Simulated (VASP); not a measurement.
# LiSi16 (a cell with a defect) in VASP: notebook

Runs on LiSi16 (a cell with a defect). Level: r2SCAN. Tasks: single point.

Program: VASP 6.6.1. These are calculated values, not measurements. Logs are shortened: lines on timing, memory, paths and dates and some standing lists are left out, and cuts for length are marked.

## 1. The cell of the first run

The cell holds a defect, 17 atoms: a = 7.679 Å, b = 7.679 Å, c = 7.679 Å, α = 60.00°, β = 60.00°, γ = 60.00°.

## 2. Single point, r2SCAN

Contents of POSCAR:

```
LiSi16
1.0
    0.0000000000      5.4300000000      5.4300000000
    5.4300000000      0.0000000000      5.4300000000
    5.4300000000      5.4300000000      0.0000000000
Si Li
16 1
Direct
    0.0016615188     -0.0022144157     -0.0015628981
    0.1315721142      0.1224710599      0.1231589451
    0.0016531606     -0.0022226614      0.5024816468
    0.1238754076      0.1271905975      0.6246412926
    0.0016671047      0.5017815129     -0.0015539620
    0.1238820305      0.6239882771      0.1278230881
   -0.0003121773      0.4997909466      0.5004253494
    0.1238762126      0.6239814758      0.6246480836
    0.4996183345     -0.0002546531      0.0005183251
    0.6223424868      0.1224514204      0.1231357348
    0.4976695380     -0.0022261332      0.5024663924
    0.6223306721      0.1224387330      0.6324694333
    0.4976788807      0.5017730082     -0.0015650083
    0.6223561804      0.6316987330      0.1231529368
    0.4976717363      0.5017632940      0.5024783053
    0.6270880264      0.6239799860      0.6246398844
    0.7495913730      0.2497275189      0.2505541507
```

Contents of INCAR.step1:

```
ALGO = Normal ; EDIFF = 1E-4
ENCUT = 520 ; GGA = PE
ISMEAR = 0 ; LASPH = T
LCHARG = F ; LREAL = Auto
LWAVE = T ; NBANDS = 48
NELECT = 66.0 ; NELM = 60
PREC = Accurate ; SIGMA = 0.05
```

Contents of INCAR.step2:

```
ALGO = Normal ; EDIFF = 1E-6
ENCUT = 520 ; ISIF = 2
ISMEAR = 0 ; ISTART = 1
LASPH = T ; LCHARG = T
LELF = T ; LMIXTAU = T
LREAL = Auto ; LVHAR = T
LWAVE = F ; METAGGA = R2SCAN
NBANDS = 48 ; NELECT = 66.0
NELM = 60 ; PREC = Accurate
SIGMA = 0.05
```

Contents of KPOINTS:

```
k-points
0
Gamma
  2 2 2
```

Potentials or basis: VASP PAW PBE potentials, release 64 (Si, Li_sv).

Run with:

```bash
> cat potpaw_PBE.64/Si/POTCAR potpaw_PBE.64/Li_sv/POTCAR > POTCAR
> cp INCAR.step1 INCAR
> mpirun -np 1 vasp_std > vasp.out
> cp INCAR.step2 INCAR
> mpirun -np 1 vasp_std > vasp.out
```

OUTCAR:

```text
EDIFF = 1E-6
   ENCUT = 520
   ISIF = 2
   ISMEAR = 0
   ISTART = 1
   LASPH = T
   LREAL = Auto
   METAGGA = R2SCAN
   NELECT = 66.0
   NELM = 60
   PREC = Accurate

 ion  position               nearest neighbor table
   1  0.002  0.998  0.998-   4 2.34   6 2.34   2 2.38  10 2.38  17 2.74
   2  0.132  0.122  0.123-   9 2.31   5 2.38   1 2.38   3 2.38  17 2.40
   3  0.002  0.998  0.502-   4 2.34   8 2.34   2 2.38  12 2.38  17 2.74
   4  0.124  0.127  0.625-   7 2.34  11 2.34   3 2.34   1 2.34
   5  0.002  0.502  0.998-   8 2.34   6 2.34   2 2.38  14 2.38  17 2.74
   6  0.124  0.624  0.128-   7 2.34  13 2.34   1 2.34   5 2.34
   7  1.000  0.500  0.500-  16 2.34   4 2.34   8 2.34   6 2.34
   8  0.124  0.624  0.625-   7 2.34  15 2.34   3 2.34   5 2.34
   9  0.500  1.000  0.001-   2 2.31  14 2.31  10 2.31  12 2.31
  10  0.622  0.122  0.123-   9 2.31   1 2.38  13 2.38  11 2.38  17 2.39
  11  0.498  0.998  0.502-  16 2.34   4 2.34  12 2.38  10 2.38  17 2.74
  12  0.622  0.122  0.632-   9 2.31   3 2.38  15 2.38  11 2.38  17 2.39
  13  0.498  0.502  0.998-  16 2.34   6 2.34  14 2.38  10 2.38  17 2.74
  14  0.622  0.632  0.123-   9 2.31   5 2.38  13 2.38  15 2.38  17 2.39
  15  0.498  0.502  0.502-  16 2.34   8 2.34  12 2.38  14 2.38  17 2.74
  16  0.627  0.624  0.625-   7 2.34  11 2.34  15 2.34  13 2.34
  17  0.750  0.250  0.251-  12 2.39  10 2.39  14 2.39   2 2.40  11 2.74  15 2.74   3 2.74  13 2.74
                             1 2.74   5 2.74

  LATTYP: Found a face centered cubic cell.
 ALAT       =    10.8600000000

  Lattice vectors:

 A1 = (   0.0000000000,   5.4300000000,   5.4300000000)
 A2 = (   5.4300000000,   0.0000000000,   5.4300000000)
 A3 = (   5.4300000000,   5.4300000000,   0.0000000000)

Analysis of symmetry for initial positions (statically):
=====================================================================
 Subroutine PRICEL returns:
 Original cell was already a primitive cell.

 Routine SETGRP: Setting up the symmetry group for a
 face centered cubic supercell.

 Subroutine GETGRP returns: Found  1 space group operations
 (whereof  1 operations were pure point group operations)
 out of a pool of 48 trial point group operations.

The static configuration has the point symmetry C_1 .

Analysis of symmetry for dynamics (positions and initial velocities):
=====================================================================
 Subroutine PRICEL returns:
[... 127 lines left out ...]
   NFREE  =      0    steps in history (QN), initial steepest desc. (CG)
   ISIF   =      2    stress and relaxation
   ISYM   =      2    0-nonsym 1-usesym 2-fastsym
   POTIM  = 0.5000    time-step for ionic-motion
   TEBEG  =    0.0;   TEEND  =   0.0 temperature during run
   PSTRESS=    0.0 pullay stress
   NELECT =      66.0000    total number of electrons
   NUPDOWN=      -1.0000    fix difference up-down
   EMIN   =  10.00;   EMAX   =-10.00  energy-range for DOS
   EFERMI =   0.00;   METHOD = LEGACY
   ISMEAR =     0;   SIGMA  =   0.05  broadening in eV -4-tet -1-fermi 0-gaus
   EFERMI_NEDOS =   21; number of points for ismear=-14 and -15
   IALGO  =     38    algorithm
   IMIX   =      4    mixing-type and parameters
     AMIX     =   0.40;   BMIX     =  1.00
     AMIX_MAG =   1.60;   BMIX_MAG =  1.00
  volume/ion in A,a.u.               =      18.84       127.11
  Fermi-wavevector in a.u.,A,eV,Ry     =   0.967044  1.827449 12.723821  0.935174
  Thomas-Fermi vector in A             =   2.096897
   LORBIT       =      0    0 simple, 1 ext, 2 COOP (PROOUT), +10 PAW based schemes
   METAGGA = R2SCAN    functional components
   LHFCALC =     F    Hartree Fock is set to
   AEXX    =    0.0000 exact exchange contribution
   IVDW    =     0    specifies the selected vdW correction
   LEPSILON=     F    determine dielectric tensor
   LRPA    =     F    only Hartree local field effects (RPA)
 non-spin polarized calculation
 Gauss-broadening in eV      SIGMA  =   0.05
  energy-cutoff  :      520.00
  volume of cell :      320.21
 maximum number of plane-waves:      8646
 NGX is ok and might be reduce to    60
   NGX = 29   NGY = 29   NGZ = 29

 number of electron      65.9999997 magnetization

 Free energy of the ion-electron system (eV)
  ---------------------------------------------------
  ext. energy  EPLUGINS =         0.00000000
  ---------------------------------------------------
  free energy    TOTEN  =      -147.80505729 eV

  energy without entropy =     -147.80505729  energy(sigma->0) =     -147.80505729

 E-fermi :   6.3337     XC(G=0):  -9.8963

 val. band max:        5.9509530362   @ k =   0.0000   0.0000   0.0000
 cond. band min:       6.7988593946   @ k =   0.0000   0.0000   0.0000
 fundamental gap:      0.8479063583
 Fermi energy:         6.3337255724

 k-point     1 :       0.0000    0.0000    0.0000
  band No.  band energies     occupation
      1     -42.1199      2.00000
      2      -6.5771      2.00000
      3      -4.2042      2.00000
      4      -4.1466      2.00000
      5      -4.1465      2.00000
      6      -4.1465      2.00000
[... 373 lines left out ...]
     44      10.5674      0.00000
     45      10.6551      0.00000
 [bands above 45 left out]

------------------------ aborting loop because EDIFF is reached ----------------------------------------

  FORCE on cell =-STRESS in cart. coord.  units (eV):
  Direction    XX          YY          ZZ          XY          YZ          ZX
  --------------------------------------------------------------------------------------
  -------------------------------------------------------------------------------------
  Total       -4.0913491     -4.0914391     -4.0916691      0.0064469     -0.0016018     -0.0005511
  in kB      -20.4714041    -20.4718544    -20.4730056      0.0322575     -0.0080149     -0.0027574
  external PRESSURE =     -20.4720881 kB  Pullay stress =       0.0000000 kB

 VOLUME and BASIS-vectors are now :
 -----------------------------------------------------------------------------
  energy-cutoff  :      520.00
  volume of cell :      320.21
      direct lattice vectors                 reciprocal lattice vectors
     0.000000000  5.430000000  5.430000000    -0.092081031  0.092081031  0.092081031
     5.430000000  0.000000000  5.430000000     0.092081031 -0.092081031  0.092081031
     5.430000000  5.430000000  0.000000000     0.092081031  0.092081031 -0.092081031

 POSITION                                       TOTAL-FORCE (eV/Angst)
 -----------------------------------------------------------------------------------
     10.83949      5.43054      5.42700         0.002802     -0.000153      0.000790
      1.33377      1.38319      1.37945         0.000156     -0.000431      0.000135
      8.14641      2.73745      5.42691         0.000149     -0.002621      0.000420
      4.08245      4.06445      1.36329        -0.001744      0.001676     -0.001615
      8.14624      5.43061      2.73373        -0.000943     -0.000597     -0.003583
      4.08234      1.36676      4.06094        -0.000820     -0.001269      0.000855
[... 9 lines left out ...]
      6.78001      6.79688      6.79330         0.001616     -0.001749     -0.001715
      2.71653      5.43079      5.42630         0.002017      0.002096     -0.008210
 -----------------------------------------------------------------------------------
    total drift:                                0.000779      0.002323     -0.007849

  FREE ENERGIE OF THE ION-ELECTRON SYSTEM (eV)
  ---------------------------------------------------
  free  energy   TOTEN  =      -147.8050572909 eV

  energy  without entropy=     -147.8050572909  energy(sigma->0) =     -147.80505729
```

Run time: 10 min. Hardware: 1 thread of AMD EPYC 9R45 (Zen 5), shared host; peak memory 0.52 GiB.

Results:

| Item | Value |
| --- | --- |
| Free energy | -147.8051 eV |
| Largest force | 0.009 eV/Å |

Forces in eV/Å, atoms in the order of the input:
```
Si   0.003  0.000  0.001
Si   0.000  0.000  0.000
Si   0.000 -0.003  0.000
Si  -0.002  0.002 -0.002
Si  -0.001 -0.001 -0.004
Si  -0.001 -0.001  0.001
Si  -0.001 -0.001  0.002
Si   0.001  0.002  0.001
Si  -0.001 -0.001  0.003
Si   0.000  0.000  0.002
Si   0.000  0.000  0.003
Si  -0.001 -0.001  0.001
Si   0.000  0.003  0.000
Si   0.000  0.000  0.000
Si  -0.002  0.000  0.000
Si   0.002 -0.002 -0.002
Li   0.002  0.002 -0.008
```

Caveat: the k points lie up to 0.50 Å⁻¹ apart; the cell carries a net charge on a neutralising background, which shifts energy and pressure; the cell is charged against a uniform background, so pressure and absolute levels hang on convention; the cutoff is under 1.25 times the usual one of these potentials, so pressure, stress and relaxed cells hold a basis-set (Pulay) error; the PAW data sets were made with another functional, which shifts forces and pressure a little.

## 3. Single point, r2SCAN

Contents of POSCAR:

```
LiSi16
1.0
    0.0000000000      5.4300000000      5.4300000000
    5.4300000000      0.0000000000      5.4300000000
    5.4300000000      5.4300000000      0.0000000000
Si Li
16 1
Direct
    0.0006550462      0.0010716047      0.0007674153
    0.1250052676      0.1249885276      0.1250025767
    0.0006697690      0.0010845349      0.4975011160
    0.1227724654      0.1234114365      0.6269179907
    0.0007882779      0.4974524322      0.0008977645
    0.1227955047      0.6272217329      0.1229369909
   -0.0075203063      0.5026403708      0.5024487132
    0.1227946594      0.6272370969      0.6270814428
    0.4975146841      0.0010455982      0.0007386452
    0.6268078609      0.1234219985      0.1229217893
    0.5019223024     -0.0058649914      0.5019818760
    0.6268248594      0.1234193517      0.6268852416
    0.5022815020      0.5025358039     -0.0071328254
    0.6269738305      0.6271915547      0.1229420008
    0.5023215846      0.5025715246      0.5023731418
    0.6244561705      0.6260237163      0.6248232362
    0.3736356917      0.3774302370      0.3746339346
```

Contents of INCAR.step1:

```
SYSTEM = LiSi16
ALGO = Normal
EDIFF = 1E-4
ENCUT = 520
GGA = PE
ISMEAR = 0
LASPH = .TRUE.
LCHARG = .FALSE.
LREAL = Auto
LWAVE = .TRUE.
NBANDS = 48
NELECT = 66.0
NELM = 80
PREC = Accurate
SIGMA = 0.05
```

Contents of INCAR.step2:

```
SYSTEM = LiSi16
ALGO = Normal
EDIFF = 1E-6
ENCUT = 520
ISIF = 2
ISMEAR = 0
ISTART = 1
LASPH = .TRUE.
LCHARG = .TRUE.
LELF = .TRUE.
LMIXTAU = .TRUE.
LREAL = Auto
LVHAR = .TRUE.
LWAVE = .FALSE.
METAGGA = R2SCAN
NBANDS = 48
NELECT = 66.0
NELM = 80
PREC = Accurate
SIGMA = 0.05
```

Contents of KPOINTS:

```
k-points
0
G
  2 2 2
  0 0 0
```

Potentials or basis: VASP PAW PBE potentials, release 64 (Si, Li_sv).

Run with:

```bash
> cat potpaw_PBE.64/Si/POTCAR potpaw_PBE.64/Li_sv/POTCAR > POTCAR
> cp INCAR.step1 INCAR
> mpirun -np 1 vasp_std > vasp.out
> cp INCAR.step2 INCAR
> mpirun -np 1 vasp_std > vasp.out
```

It took 9.7 min on 1 thread of AMD EPYC 9R45 (Zen 5), shared host; peak memory 0.53 GiB.

The run converged. Its results:

| Quantity | Value |
| --- | --- |
| Free energy | -147.8050 eV |
| Largest force | 0.015 eV/Å |

Forces on the atoms (eV/Å):
```
Si  -0.011 -0.004 -0.009
Si  -0.002  0.001 -0.001
Si   0.004  0.011 -0.010
Si   0.004 -0.004 -0.004
Si   0.008 -0.009  0.010
Si   0.001  0.005 -0.002
Si   0.004 -0.003  0.009
Si  -0.006  0.000 -0.002
Si  -0.010  0.009  0.004
Si  -0.006 -0.002  0.002
Si   0.002 -0.001 -0.002
Si   0.002  0.005  0.003
Si   0.011 -0.004  0.001
Si   0.000  0.001 -0.003
Si   0.005 -0.011  0.000
Si  -0.008  0.007 -0.005
Li   0.003 -0.001  0.010
```

Levels at points of the mesh, in eV from the Fermi level:
| k point | band 29 | band 30 | band 31 | band 32 | band 33 | band 34 | band 35 | band 36 | band 37 | band 38 |
| --- | --- | --- | --- | --- | --- | --- | --- | --- | --- | --- |
| (0.00, 0.00, 0.00) | -1.58 | -1.58 | -0.39 | -0.38 | -0.38 | 0.46 | 0.46 | 0.46 | 0.53 | 0.53 |
| (0.50, 0.00, 0.00) | -2.61 | -1.25 | -1.25 | -1.15 | -1.15 | 1.05 | 1.24 | 1.25 | 1.45 | 1.45 |
| (0.00, 0.50, 0.00) | -2.61 | -1.25 | -1.25 | -1.15 | -1.15 | 1.06 | 1.24 | 1.24 | 1.45 | 1.45 |
| (0.00, 0.00, 0.50) | -2.61 | -1.25 | -1.25 | -1.15 | -1.15 | 1.06 | 1.24 | 1.25 | 1.45 | 1.45 |
| (0.50, 0.50, 0.50) | -2.61 | -1.25 | -1.25 | -1.15 | -1.15 | 1.06 | 1.24 | 1.25 | 1.45 | 1.45 |
| (0.50, 0.50, 0.00) | -2.39 | -1.82 | -1.82 | -1.78 | -1.73 | 0.88 | 0.96 | 2.10 | 2.21 | 2.21 |
| (0.00, 0.50, 0.50) | -2.39 | -1.82 | -1.82 | -1.78 | -1.73 | 0.88 | 0.96 | 2.10 | 2.21 | 2.21 |
| (0.50, 0.00, 0.50) | -2.39 | -1.82 | -1.82 | -1.78 | -1.73 | 0.88 | 0.96 | 2.10 | 2.21 | 2.21 |

Caveat: the k points lie up to 0.50 Å⁻¹ apart; the cell carries a net charge on a neutralising background, which shifts energy and pressure; the cell is charged against a uniform background, so pressure and absolute levels hang on convention; the cutoff is under 1.25 times the usual one of these potentials, so pressure, stress and relaxed cells hold a basis-set (Pulay) error; the PAW data sets were made with another functional, which shifts forces and pressure a little.

## 4. Single point, r2SCAN

Contents of POSCAR:

```
LiSi16
1.0
    0.0000000000      5.4300000000      5.4300000000
    5.4300000000      0.0000000000      5.4300000000
    5.4300000000      5.4300000000      0.0000000000
Si Li
16 1
Direct
    0.0016616022     -0.0022144567     -0.0015628913
    0.1315720994      0.1224709945      0.1231590239
    0.0016532228     -0.0022226519      0.5024815838
    0.1238754144      0.1271905157      0.6246413444
    0.0016670350      0.5017815838     -0.0015539595
    0.1238820442      0.6239883057      0.1278231123
   -0.0003121547      0.4997909761      0.5004254144
    0.1238761510      0.6239814917      0.6246481584
    0.4996183241     -0.0002546041      0.0005183241
    0.6223425414      0.1224513812      0.1231357274
    0.4976695212     -0.0022260589      0.5024663904
    0.6223307551      0.1224386740      0.6324694291
    0.4976789134      0.5017730203     -0.0015651013
    0.6223561694      0.6316987109      0.1231530387
    0.4976717311      0.5017632597      0.5024783610
    0.6270880295      0.6239799263      0.6246399632
    0.7495914365      0.2497275322      0.2505540516
```

Contents of INCAR.step1:

```
SYSTEM = LiSi16
PREC = Accurate
ENCUT = 520
ISMEAR = 0
SIGMA = 0.05
LREAL = Auto
LASPH = .TRUE.
NELM = 80
NELECT = 66.0
NBANDS = 48
GGA = PE
ALGO = Normal
EDIFF = 1E-4
LWAVE = .TRUE.
LCHARG = .FALSE.
```

Contents of INCAR.step2:

```
SYSTEM = LiSi16
PREC = Accurate
ENCUT = 520
EDIFF = 1E-7
ISMEAR = 0
SIGMA = 0.05
LREAL = Auto
LASPH = .TRUE.
NELM = 80
ALGO = Normal
ISIF = 2
LWAVE = .FALSE.
LCHARG = .FALSE.
METAGGA = R2SCAN
LMIXTAU = .TRUE.
NELECT = 66.0
NBANDS = 48
ISTART = 1
```

Contents of KPOINTS:

```
regular mesh
0
G
  2 2 2
  0 0 0
```

Run with:

```bash
> cat potpaw_PBE.64/Si/POTCAR potpaw_PBE.64/Li_sv/POTCAR > POTCAR
> cp INCAR.step1 INCAR
> mpirun -np 1 vasp_std > vasp.out
> cp INCAR.step2 INCAR
> mpirun -np 1 vasp_std > vasp.out
```

It took 12 min on 1 thread of AMD EPYC 9R45 (Zen 5), shared host; peak memory 0.53 GiB.

The run converged. Its results:

```yaml
Free_energy: -147.8050 eV
Largest_force: 0.009 eV/Å
```

Forces on the atoms (eV/Å):
```
Si   0.003  0.000  0.001
Si   0.000  0.000  0.000
Si   0.000 -0.003  0.000
Si  -0.002  0.002 -0.002
Si  -0.001 -0.001 -0.004
Si  -0.001 -0.001  0.001
Si  -0.001 -0.001  0.002
Si   0.001  0.002  0.001
Si  -0.001 -0.001  0.003
Si   0.000  0.000  0.002
Si   0.000  0.000  0.003
Si  -0.001 -0.001  0.001
Si   0.000  0.003  0.000
Si   0.000  0.000  0.001
Si  -0.002  0.000  0.000
Si   0.002 -0.002 -0.002
Li   0.002  0.002 -0.008
```

Levels at points of the mesh, in eV from the Fermi level:
```
           k point  band 30  band 31  band 32  band 33  band 34  band 35  band 36  band 37
(0.00, 0.00, 0.00)    -1.58    -0.38    -0.38    -0.38     0.46     0.46     0.47     0.54
(0.50, 0.00, 0.00)    -1.25    -1.25    -1.15    -1.15     1.06     1.25     1.25     1.45
(0.00, 0.50, 0.00)    -1.25    -1.25    -1.15    -1.15     1.06     1.25     1.25     1.45
(0.00, 0.00, 0.50)    -1.25    -1.25    -1.15    -1.15     1.06     1.25     1.25     1.45
(0.50, 0.50, 0.50)    -1.25    -1.25    -1.15    -1.15     1.06     1.25     1.25     1.45
(0.50, 0.50, 0.00)    -1.82    -1.82    -1.78    -1.73     0.88     0.96     2.10     2.21
(0.00, 0.50, 0.50)    -1.82    -1.82    -1.78    -1.73     0.88     0.96     2.10     2.21
(0.50, 0.00, 0.50)    -1.82    -1.82    -1.78    -1.73     0.88     0.96     2.10     2.21
```

Caveat: the k points lie up to 0.50 Å⁻¹ apart; the cell carries a net charge on a neutralising background, which shifts energy and pressure; the cell is charged against a uniform background, so pressure and absolute levels hang on convention; the cutoff is under 1.25 times the usual one of these potentials, so pressure, stress and relaxed cells hold a basis-set (Pulay) error; the PAW data sets were made with another functional, which shifts forces and pressure a little.
